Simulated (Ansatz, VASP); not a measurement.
## Two plane-wave programs on SiO2

File INCAR:

```
SYSTEM = SiO2
ALGO = Normal
EDIFF = 1E-6
ENCUT = 520
ISIF = 2
ISMEAR = -1
LASPH = .TRUE.
LCHARG = .FALSE.
LREAL = .FALSE.
LWAVE = .FALSE.
NBANDS = 44
NELM = 100
PREC = Accurate
SIGMA = 0.05
```

The input KPOINTS:

```
k-points
0
G
  6 6 6
  0 0 0
```

File POSCAR:

```
SiO2
1.0
   -2.6233364600      4.7767535050      4.4416747250
    2.6233364600     -4.7767535050      4.4416747250
    2.6233364600      4.7767535050     -4.4416747250
Si O
4 8
Direct
    0.2603409800      0.8449448900      0.4153960900
    0.0704512000      0.1550551100      0.9153960900
    0.7396590200      0.1550551100      0.5846039100
    0.9295488000      0.8449448900      0.0846039100
    0.5000000000      0.0000000000      0.5000000000
    0.0000000000      0.0000000000      0.0000000000
    0.7931754100      0.0000000000      0.2931754100
    0.2068245900      0.5000000000      0.2068245900
    0.2068245900      0.0000000000      0.7068245900
    0.7931754100      0.5000000000      0.7931754100
    0.8693111300      0.1193111300      0.7500000000
    0.1306888700      0.8806888700      0.2500000000
```

input.yaml

```yaml
crystal:
  lattice:
    - [-2.62333646, 4.776753505, 4.441674725]
    - [2.62333646, -4.776753505, 4.441674725]
    - [2.62333646, 4.776753505, -4.441674725]
  atoms:
    - { symbol: Si, position: [0.26034098, 0.84494489, 0.41539609] }
    - { symbol: Si, position: [0.0704512, 0.15505511, 0.91539609] }
    - { symbol: Si, position: [0.73965902, 0.15505511, 0.58460391] }
    - { symbol: Si, position: [0.9295488, 0.84494489, 0.08460391] }
    - { symbol: O, position: [0.5, 0.0, 0.5] }
    - { symbol: O, position: [0.0, 0.0, 0.0] }
    - { symbol: O, position: [0.79317541, 0.0, 0.29317541] }
    - { symbol: O, position: [0.20682459, 0.5, 0.20682459] }
    - { symbol: O, position: [0.20682459, 0.0, 0.70682459] }
    - { symbol: O, position: [0.79317541, 0.5, 0.79317541] }
    - { symbol: O, position: [0.86931113, 0.11931113, 0.75] }
    - { symbol: O, position: [0.13068887, 0.88068887, 0.25] }
hamiltonian:
  xc: lda
  pseudopotentials: { kind: paw }
kpoints:
  mp_grid: { grid: [6, 6, 6] }
  band_path:
    path:
      - [[0.0, 0.0, 0.0], [0.3254019083, -0.3254019083, -0.3254019083], [0.2915581838, -0.3592456328, -0.2915581838], [0.0, -0.5, 0.0], [-0.25, -0.25, -0.25], [0.0, 0.0, -0.5], [-0.3254019083, 0.3254019083, -0.6745980917], [-0.5, 0.5, -0.5], [0.0, 0.0, 0.0], [-0.4661562755, -0.4661562755, 0.4661562755], [-0.5, 0.0, 0.0], [-0.25, -0.25, -0.25]]
      - [[-0.2915581838, -0.6407543672, 0.2915581838], [-0.4661562755, -0.4661562755, 0.4661562755]]
      - [[-0.5338437245, 0.4661562755, -0.4661562755], [-0.5, 0.5, -0.5]]
    npoints: 10
scf:
  occupations: { method: fermi_dirac, width: 0.05 }
  n_extra_bands: 30
output:
  forces: true
  stress: true
  eigenvalues: true
  fatbands: true
```

Alike in both runs: functional LDA; k mesh 6 × 6 × 6; occupations fermi-dirac, width 0.05 eV; no spin polarisation.

|  | VASP | Ansatz |
| --- | --- | --- |
| version | VASP 6.6.1 | Ansatz 0.2.0 |
| potentials or method | VASP PAW LDA potentials, release 64 (Si, O) | Ansatz PAW |
| plane-wave cutoff (eV) | 520 | 420 |
| valence electrons in the cell | 64 | 64 |
| task | single point | band structure |

VASP gave:

```
gap on the k mesh at the Fermi level (eV) : 5.41
least direct gap on the mesh (eV)         : 5.41
pressure (GPa)                            : -0.8
rms of the force components (eV/Å)        : 0.020
```

Task: Estimate Ansatz's values.

Result: gap on the k mesh at the Fermi level (eV): 5.42; least direct gap on the mesh (eV): 5.42; pressure (GPa): -1.2; rms of the force components (eV/Å): 0.037.

LDA's correlation is that of Perdew and Zunger in VASP and of Perdew and Wang (1992) in Ansatz. Atom by atom the forces differ by 0.018 eV/Å (rms over components).
